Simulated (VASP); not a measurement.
# PtS2 (P-3m1) in VASP: a series of runs

PtS2 is run at these levels: PBEsol, HSE06, PBE-based screened hybrid with 30 % exact exchange; tasks: single point.

Everything below comes from runs of VASP 6.6.1. Logs are shortened: lines on timing, memory, paths and dates and some standing lists are left out, and cuts for length are marked.

## Step 1: The cell of the first run

The structure is trigonal, space group P-3m1 (No. 164). Conventional cell: a = 3.553 Å, b = 3.553 Å, c = 5.123 Å, α = 90.00°, β = 90.00°, γ = 120.00°. Within 3.2 Å of Pt (site symmetry -3m) lie 6 S at 2.39 Å. Within 3.2 Å of S (site symmetry 3m) lie 3 Pt at 2.39 Å and 3 S at 3.20 Å.

## Step 2: Single point, PBEsol

The input, INCAR:

```
SYSTEM = PtS2
PREC = Accurate ; ENCUT = 520
EDIFF = 1E-6 ; ISMEAR = 0
SIGMA = 0.01 ; LREAL = .FALSE.
LASPH = .TRUE. ; NELM = 60
ALGO = Normal ; ISIF = 2
LWAVE = .FALSE. ; LCHARG = .FALSE.
GGA = PS ; NBANDS = 18
```

The input, KPOINTS:

```
Automatic mesh
0
Gamma
  6 6 4
  0 0 0.5
```

The input, POSCAR:

```
PtS2
1.0
    3.5526240934      0.0000000000      0.0000000000
   -1.7763120467      3.0766627150      0.0000000000
    0.0000000000      0.0000000000      5.1228306371
Pt S
1 2
Direct
    0.0000000000      0.0000000000      0.0000000000
    0.3333333333      0.6666666667      0.2392542165
    0.6666666667      0.3333333333      0.7607457835
```

Potentials or basis: VASP PAW PBE potentials, release 64 (Pt, S).

On the command line:

```sh
cat potpaw_PBE.64/Pt/POTCAR potpaw_PBE.64/S/POTCAR > POTCAR
mpirun -np 1 vasp_std > vasp.out
```

OUTCAR:

```text
SYSTEM = PtS2
   PREC = Accurate
   ENCUT = 520
   EDIFF = 1E-6
   ISMEAR = 0
   LREAL = .FALSE.
   LASPH = .TRUE.
   NELM = 60
   ISIF = 2
   GGA = PS

 ion  position               nearest neighbor table
   1  0.000  0.000  0.000-   2 2.39   3 2.39   3 2.39   2 2.39   3 2.39   2 2.39
   2  0.333  0.667  0.239-   1 2.39   1 2.39   1 2.39
   3  0.667  0.333  0.761-   1 2.39   1 2.39   1 2.39

  LATTYP: Found a hexagonal cell.
 ALAT       =     3.5526240934
 C/A-ratio  =     1.4419849954

  Lattice vectors:

 A1 = (   3.5526240934,   0.0000000000,   0.0000000000)
 A2 = (  -1.7763120467,   3.0766627150,   0.0000000000)
 A3 = (   0.0000000000,   0.0000000000,   5.1228306371)

Analysis of symmetry for initial positions (statically):
=====================================================================
 Subroutine PRICEL returns:
 Original cell was already a primitive cell.

 Routine SETGRP: Setting up the symmetry group for a
 hexagonal supercell.

 Subroutine GETGRP returns: Found 12 space group operations
 (whereof 12 operations were pure point group operations)
 out of a pool of 24 trial point group operations.

The static configuration has the point symmetry D_3d.

Analysis of symmetry for dynamics (positions and initial velocities):
=====================================================================
 Subroutine PRICEL returns:
 Original cell was already a primitive cell.

 Routine SETGRP: Setting up the symmetry group for a
 hexagonal supercell.

 Subroutine GETGRP returns: Found 12 space group operations
 (whereof 12 operations were pure point group operations)
 out of a pool of 24 trial point group operations.

The dynamic configuration has the point symmetry D_3d.

 Subroutine INISYM returns: Found 12 space group operations
 (whereof 12 operations are pure point group operations),
 and found     1 'primitive' translations

----------------------------------------------------------------------------------------

                                     Primitive cell

  volume of cell :      55.9937

  direct lattice vectors                    reciprocal lattice vectors
     3.552624093  0.000000000  0.000000000     0.281482075  0.162513752  0.000000000
    -1.776312047  3.076662715  0.000000000     0.000000000  0.325027503  0.000000000
     0.000000000  0.000000000  5.122830637     0.000000000  0.000000000  0.195204579

  length of vectors
     3.552624093  3.552624093  5.122830637     0.325027503  0.325027503  0.195204579

  position of ions in fractional coordinates (direct lattice)
     0.000000000  0.000000000  0.000000000
     0.333333333  0.666666667  0.239254217
     0.666666667  0.333333333  0.760745783

  ion indices of the primitive-cell ions
   primitive index   ion index
                 1           1
                 2           2
                 3           3

----------------------------------------------------------------------------------------

 KPOINTS: Automatic mesh

Automatic generation of k-mesh.
 Grid dimensions read from file:
 generate k-points for:    6    6    4

 Generating k-lattice:

  Cartesian coordinates                     Fractional coordinates (reciprocal lattice)
     0.046913679  0.027085625  0.000000000     0.166666667  0.000000000  0.000000000
     0.000000000  0.054171251  0.000000000     0.000000000  0.166666667  0.000000000
     0.000000000  0.000000000  0.048801145     0.000000000  0.000000000  0.250000000

  Length of vectors
     0.054171251  0.054171251  0.048801145

  Shift w.r.t. Gamma in fractional coordinates (k-lattice)
     0.000000000  0.000000000  0.500000000

 Subroutine IBZKPT returns following result:
 ===========================================

 Found     20 irreducible k-points:

 Following reciprocal coordinates:
            Coordinates               Weight
  0.000000  0.000000  0.125000      2.000000
  0.166667  0.000000  0.125000      6.000000
  0.000000  0.166667  0.125000      6.000000
  0.333333 -0.000000  0.125000      6.000000
  0.000000  0.333333  0.125000      6.000000
  0.500000 -0.000000  0.125000      6.000000
[... 12 lines left out ...]
 -0.166667  0.500000  0.375000     12.000000
  0.333333  0.333333  0.375000      4.000000
   k-points           NKPTS =     20   k-points in BZ     NKDIM =     20   number of bands    NBANDS=     18
   number of dos      NEDOS =    301   number of ions     NIONS =      3
   total plane-waves  NPLWV =  31360
   dimension x,y,z NGX =    28 NGY =   28 NGZ =   40
   dimension x,y,z NGXF=    56 NGYF=   56 NGZF=   80
   ions per type =               1   2
   NGX,Y,Z   is equivalent  to a cutoff of  13.10, 13.10, 12.98 a.u.
   NGXF,Y,Z  is equivalent  to a cutoff of  26.21, 26.21, 25.96 a.u.
 SYSTEM =  PtS2
   PREC   = accura    normal or accurate (medium, high low for compatibility)
   ISTART =      0    job   : 0-new  1-cont  2-samecut
   ICHARG =      2    charge: 1-file 2-atom 10-const
   ISPIN  =      1    spin polarized calculation?
   LNONCOLLINEAR =      F non collinear calculations
   LSORBIT =      F    spin-orbit coupling
   LASPH  =      T    aspherical Exc in radial PAW
   ENCUT  =  520.0 eV  38.22 Ry    6.18 a.u.   6.61  6.61  9.53*2*pi/ulx,y,z
   NELM   =     60;   NELMIN=  2; NELMDL= -5     # of ELM steps
   EDIFF  = 0.1E-05   stopping-criterion for ELM
   LREAL  =      F    real-space projection
   EDIFFG = 0.1E-04   stopping-criterion for IOM
   NSW    =      0    number of steps for IOM
   IBRION =     -1    ionic relax: 0-MD 1-quasi-New 2-CG
   NFREE  =      0    steps in history (QN), initial steepest desc. (CG)
   ISIF   =      2    stress and relaxation
   ISYM   =      2    0-nonsym 1-usesym 2-fastsym
   POTIM  = 0.5000    time-step for ionic-motion
   TEBEG  =    0.0;   TEEND  =   0.0 temperature during run
   PSTRESS=    0.0 pullay stress
   NELECT =      22.0000    total number of electrons
   NUPDOWN=      -1.0000    fix difference up-down
   EMIN   =  10.00;   EMAX   =-10.00  energy-range for DOS
   EFERMI =   0.00;   METHOD = LEGACY
   ISMEAR =     0;   SIGMA  =   0.01  broadening in eV -4-tet -1-fermi 0-gaus
   EFERMI_NEDOS =   21; number of points for ismear=-14 and -15
   IALGO  =     38    algorithm
   IMIX   =      4    mixing-type and parameters
     AMIX     =   0.40;   BMIX     =  1.00
     AMIX_MAG =   1.60;   BMIX_MAG =  1.00
  volume/ion in A,a.u.               =      18.66       125.95
  Fermi-wavevector in a.u.,A,eV,Ry     =   1.199046  2.265869 19.561265  1.437712
  Thomas-Fermi vector in A             =   2.334919
   LORBIT       =      0    0 simple, 1 ext, 2 COOP (PROOUT), +10 PAW based schemes
   GGA     = PS    functional components
   LHFCALC =     F    Hartree Fock is set to
   AEXX    =    0.0000 exact exchange contribution
   IVDW    =     0    specifies the selected vdW correction
   LEPSILON=     F    determine dielectric tensor
   LRPA    =     F    only Hartree local field effects (RPA)
 non-spin polarized calculation
 Gauss-broadening in eV      SIGMA  =   0.01
  energy-cutoff  :      520.00
  volume of cell :       55.99
 maximum number of plane-waves:      1531
 NGX is ok and might be reduce to    28
   NGX = 13   NGY = 13   NGZ = 19

 number of electron      21.9999996 magnetization

 Free energy of the ion-electron system (eV)
  ---------------------------------------------------
  ext. energy  EPLUGINS =         0.00000000
  ---------------------------------------------------
  free energy    TOTEN  =       -16.98565606 eV

  energy without entropy =      -16.98565606  energy(sigma->0) =      -16.98565606

 E-fermi :   6.4241     XC(G=0): -10.7185

 val. band max:        6.3419370903   @ k =   0.0000   0.1667   0.1250
 cond. band min:       7.2226221437   @ k =  -0.1667   0.5000   0.1250
 fundamental gap:      0.8806850534
 Fermi energy:         6.4241180090

 k-point     1 :       0.0000    0.0000    0.1250
  band No.  band energies     occupation
      1      -8.7481      2.00000
      2      -6.0502      2.00000
      3      -0.3161      2.00000
      4      -0.1352      2.00000
      5      -0.1352      2.00000
      6       2.6141      2.00000
[... 10 lines left out ...]
     17      14.3306      0.00000
     18      18.1888      0.00000

 k-point     2 :       0.1667    0.0000    0.1250
  band No.  band energies     occupation
      1      -8.4009      2.00000
      2      -6.1834      2.00000
      3      -0.1198      2.00000
      4       0.0876      2.00000
      5       0.1989      2.00000
      6       2.0753      2.00000
[... 10 lines left out ...]
     17      15.0032      0.00000
     18      16.0772      0.00000

 k-point     3 :       0.0000    0.1667    0.1250
  band No.  band energies     occupation
      1      -8.4069      2.00000
      2      -6.1641      2.00000
      3      -0.2677      2.00000
      4       0.0580      2.00000
      5       0.3439      2.00000
      6       1.9811      2.00000
[... 10 lines left out ...]
     17      15.6350      0.00000
     18      15.7728      0.00000

 k-point     4 :       0.3333   -0.0000    0.1250
  band No.  band energies     occupation
      1      -7.5203      2.00000
      2      -6.4870      2.00000
      3      -0.0074      2.00000
      4       0.4426      2.00000
      5       0.8861      2.00000
      6       1.2278      2.00000
[... 291 lines left out ...]
      4       0.2474      2.00000
      5       1.0863      2.00000
      6       1.6795      2.00000
[... 10 lines left out ...]
     17      15.4502      0.00000
     18      15.9448      0.00000

 k-point    19 :      -0.1667    0.5000    0.3750
  band No.  band energies     occupation
      1      -6.9660      2.00000
      2      -6.5514      2.00000
      3      -0.5985      2.00000
      4       0.1540      2.00000
      5       0.9516      2.00000
      6       1.9659      2.00000
[... 10 lines left out ...]
     17      15.4801      0.00000
     18      16.7077      0.00000

 k-point    20 :       0.3333    0.3333    0.3750
  band No.  band energies     occupation
      1      -6.6375      2.00000
      2      -6.6375      2.00000
      3       0.1368      2.00000
      4       0.1368      2.00000
      5       0.1575      2.00000
      6       2.0645      2.00000
[... 10 lines left out ...]
     17      14.4024      0.00000
     18      16.8725      0.00000

------------------------ aborting loop because EDIFF is reached ----------------------------------------

  FORCE on cell =-STRESS in cart. coord.  units (eV):
  Direction    XX          YY          ZZ          XY          YZ          ZX
  --------------------------------------------------------------------------------------
  -------------------------------------------------------------------------------------
  Total       -0.4817377     -0.4817377     -0.7281890      0.0000000     -0.0000000      0.0000000
  in kB      -13.7842175    -13.7842175    -20.8360564      0.0000000     -0.0000000      0.0000000
  external PRESSURE =     -16.1348305 kB  Pullay stress =       0.0000000 kB

 VOLUME and BASIS-vectors are now :
 -----------------------------------------------------------------------------
  energy-cutoff  :      520.00
  volume of cell :       55.99
      direct lattice vectors                 reciprocal lattice vectors
     3.552624093  0.000000000  0.000000000     0.281482075  0.162513752  0.000000000
    -1.776312047  3.076662715  0.000000000     0.000000000  0.325027503  0.000000000
     0.000000000  0.000000000  5.122830637     0.000000000  0.000000000  0.195204579

 POSITION                                       TOTAL-FORCE (eV/Angst)
 -----------------------------------------------------------------------------------
      0.00000      0.00000      0.00000         0.000000     -0.000000      0.000000
     -0.00000      2.05111      1.22566        -0.000000      0.000000     -0.229852
      1.77631      1.02555      3.89717         0.000000     -0.000000      0.229852
 -----------------------------------------------------------------------------------
    total drift:                                0.000000     -0.000000      0.000000

  FREE ENERGIE OF THE ION-ELECTRON SYSTEM (eV)
  ---------------------------------------------------
  free  energy   TOTEN  =       -16.9856560616 eV

  energy  without entropy=      -16.9856560616  energy(sigma->0) =      -16.98565606
```

Run time: 26 s. Hardware: 1 thread of Intel Xeon 8259CL, shared host; peak memory 0.18 GiB.

Results:

| Property | Result |
| --- | --- |
| Free energy | -16.9857 eV |
| Pressure | -1.6 GPa |
| Largest force | 0.230 eV/Å |
| Band gap on the k mesh | 0.88 eV (least direct gap 1.40 eV) |

Forces on the atoms (eV/Å):
```
Pt   0.000  0.000  0.000
S    0.000  0.000 -0.230
S    0.000  0.000  0.230
```

Caveat: the PAW data sets were made with another functional, which shifts forces and pressure a little; spin-orbit coupling is left out, which moves the levels of the heavy elements; a shifted mesh leaves out Γ, where band edges can lie. A k mesh can miss the band edges.

## Step 3: Single point, HSE06

POSCAR is that of step 2.

The input, INCAR.step1:

```
SYSTEM = PtS2
PREC = Accurate ; ENCUT = 520
EDIFF = 1E-5 ; ISMEAR = 0
SIGMA = 0.01 ; LREAL = .FALSE.
LASPH = .TRUE. ; NELM = 80
ALGO = Normal ; ISIF = 2
LWAVE = .TRUE. ; LCHARG = .FALSE.
GGA = PE ; NBANDS = 18
```

The input, INCAR.step2:

```
SYSTEM = PtS2
PREC = Accurate ; ENCUT = 520
EDIFF = 1E-7 ; ISMEAR = 0
SIGMA = 0.01 ; LREAL = .FALSE.
LASPH = .TRUE. ; NELM = 80
ALGO = Normal ; ISIF = 2
LWAVE = .FALSE. ; LCHARG = .FALSE.
GGA = PE ; LHFCALC = .TRUE.
HFSCREEN = 0.2079 ; PRECFOCK = Normal
ISTART = 1 ; NBANDS = 18
```

The input, KPOINTS:

```
Automatic mesh
0
G
  6 6 2
  0 0 0
```

Potentials or basis: VASP PAW PBE potentials, release 64 (Pt, S).

On the command line:

```sh
cat potpaw_PBE.64/Pt/POTCAR potpaw_PBE.64/S/POTCAR > POTCAR
cp INCAR.step1 INCAR
mpirun -np 1 vasp_std > vasp.out
cp INCAR.step2 INCAR
mpirun -np 1 vasp_std > vasp.out
```

Wall time 46 min (1 thread of Intel Xeon 8259CL, shared host); peak memory 0.29 GiB.

The run converged. Its results:

```yaml
Free_energy: -18.6349 eV
Pressure: -1.4 GPa
Largest_force: 0.399 eV/Å
Band_gap_on_the_k_mesh: 1.42 eV (least direct gap 2.32 eV)
```

Forces in eV/Å, atoms in the order of the input:
```
Pt   0.000  0.000  0.000
S    0.000  0.000 -0.399
S    0.000  0.000  0.399
```

Stress tensor (GPa, compression positive):
```
-1.81  0.00  0.00
 0.00 -1.81  0.00
 0.00  0.00 -0.47
```

Levels at points of the mesh, in eV from the valence-band top:
```
           k point  band 7  band 8  band 9  band 10  band 11  band 12  band 13  band 14  band 15  band 16
(0.00, 0.00, 0.00)   -4.61   -2.66   -1.15    -1.15     0.00     2.73     2.73     5.49     6.41     9.08
(0.50, 0.00, 0.00)   -3.97   -3.78   -3.52    -3.45    -2.92     2.20     3.30     6.36     7.34     9.07
(0.00, 0.00, 0.50)   -4.64   -2.82   -1.54    -1.39    -1.39     3.32     3.32     6.37     8.16     8.72
(0.50, 0.00, 0.50)   -3.98   -3.86   -3.41    -3.03    -1.64     2.38     2.96     6.04     6.33     8.55
```

Caveat: the k points lie up to 0.61 Å⁻¹ apart; the PAW data sets were made with another functional, which shifts forces and pressure a little; spin-orbit coupling is left out, which moves the levels of the heavy elements. A k mesh can miss the band edges.

## Step 4: Single point, PBE-based screened hybrid with 30 % exact exchange

POSCAR is that of step 3.

The input, INCAR.step1:

```
PREC = Accurate
ENCUT = 520
EDIFF = 1E-5
ISMEAR = 0
SIGMA = 0.01
LREAL = F
LASPH = T
NELM = 60
ALGO = Normal
ISIF = 2
LWAVE = T
GGA = PE
NBANDS = 18
```

The input, INCAR.step2:

```
PREC = Accurate
ENCUT = 520
EDIFF = 1E-6
ISMEAR = 0
SIGMA = 0.01
LREAL = F
LASPH = T
NELM = 60
ALGO = Normal
ISIF = 2
LWAVE = F
LCHARG = T
GGA = PE
LHFCALC = T
AEXX = 0.3
HFSCREEN = 0.3
PRECFOCK = Normal
LELF = T
LVHAR = T
ISTART = 1
NBANDS = 18
```

The input, KPOINTS:

```
Automatic mesh
0
Gamma
  6 6 2
```

On the command line:

```sh
cat potpaw_PBE.64/Pt/POTCAR potpaw_PBE.64/S/POTCAR > POTCAR
cp INCAR.step1 INCAR
mpirun -np 1 vasp_std > vasp.out
cp INCAR.step2 INCAR
mpirun -np 1 vasp_std > vasp.out
```

Run time: 28 min. Hardware: 1 thread of Intel Xeon 8259CL, shared host; peak memory 0.29 GiB.

The run converged. Its results:

| Property | Result |
| --- | --- |
| Free energy | -18.6011 eV |
| Pressure | -1.7 GPa |
| Largest force | 0.436 eV/Å |
| Band gap on the k mesh | 1.36 eV (least direct gap 2.28 eV) |

Forces in eV/Å, atoms in the order of the input:
```
Pt   0.000  0.000  0.000
S    0.000  0.000 -0.436
S    0.000  0.000  0.436
```

Stress tensor (GPa, compression positive):
```
-2.30  0.00  0.00
 0.00 -2.30  0.00
 0.00  0.00 -0.64
```

Levels at points of the mesh, in eV from the valence-band top:
```
           k point  band 8  band 9  band 10  band 11  band 12  band 13  band 14  band 15
(0.00, 0.00, 0.00)   -2.70   -1.15    -1.15     0.00     2.69     2.69     5.44     6.39
(0.50, 0.00, 0.00)   -3.84   -3.52    -3.46    -2.93     2.14     3.24     6.32     7.29
(0.00, 0.00, 0.50)   -2.81   -1.56    -1.38    -1.38     3.27     3.27     6.32     8.14
(0.50, 0.00, 0.50)   -3.90   -3.45    -3.03    -1.64     2.32     2.90     6.01     6.28
```

Caveat: the k points lie up to 0.61 Å⁻¹ apart; the PAW data sets were made with another functional, which shifts forces and pressure a little; spin-orbit coupling is left out, which moves the levels of the heavy elements. A k mesh can miss the band edges.

## Step 5: Overview

```tsv
level	k mesh	grid for exact exchange (PRECFOCK)	share of exact exchange	screening parameter	gap on the mesh (eV)	pressure (GPa)	largest force (eV/Å)
PBEsol	6 × 6 × 4, shifted	-	-	-	0.88	-1.6	0.23
HSE06	6 × 6 × 2	Normal	0.25	0.2079 1/Å	1.42	-1.4	0.40
PBE-based screened hybrid with 30 % exact exchange	6 × 6 × 2	Normal	0.3	0.3 1/Å	1.36	-1.7	0.44
```

Alike in all rows: task single point; potentials or basis VASP PAW PBE potentials, release 64 (Pt, S); no spin polarisation; cell as given; cutoff (eV) 520; smearing gaussian 0.01 eV.

Caveats: some runs use coarse meshes; the PAW data sets were made with another functional, which shifts forces and pressure a little; spin-orbit coupling is left out, which moves the levels of the heavy elements; a shifted mesh leaves out Γ, where band edges can lie (at least some runs).

Total energies depend on the potentials used, so only differences within one code and one set of settings carry meaning.
